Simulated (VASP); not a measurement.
Here is a VASP 6.6.1 calculation.

Contents of INCAR:

```
PREC = Accurate
ENCUT = 450
EDIFF = 1E-7
ISMEAR = 0
SIGMA = 0.02
LREAL = F
LASPH = T
NELM = 120
ALGO = Normal
ISIF = 2
LWAVE = F
LCHARG = F
GGA = PS
IBRION = 2
NSW = 60
EDIFFG = -0.002
GGA_COMPAT = F
NELMIN = 4
```

Contents of KPOINTS:

```
regular mesh
0
Gamma
  8 8 8
```

Contents of POSCAR:

```
ZnSe
1.0
    0.0000000000      2.8090970710      2.8241468375
    2.8090970710      0.0000000000      2.8241468375
    2.8090970710      2.8090970710      0.0000000000
Zn Se
1 1
Direct
    0.0000000000      0.0000000000      0.0000000000
    0.2500000000      0.2500000000      0.2500000000
```

Potentials or basis: VASP PAW PBE potentials, release 64 (Zn, Se).

The run is started by

```sh
$ cat potpaw_PBE.64/Zn/POTCAR potpaw_PBE.64/Se/POTCAR > POTCAR
$ mpirun -np 1 vasp_std > vasp.out
```

Q: What does it give for the band gap on the k mesh?

A: 1.25 eV, direct.

Stress tensor (GPa, compression positive):
```
0.42 0.00 0.00
0.00 0.42 0.00
0.00 0.00 0.23
```

Caveat: the cell differs from its parent crystal (strained cell); the relaxation stopped at its first step, so nothing moved; the PAW data sets were made with another functional, which shifts forces and pressure a little.
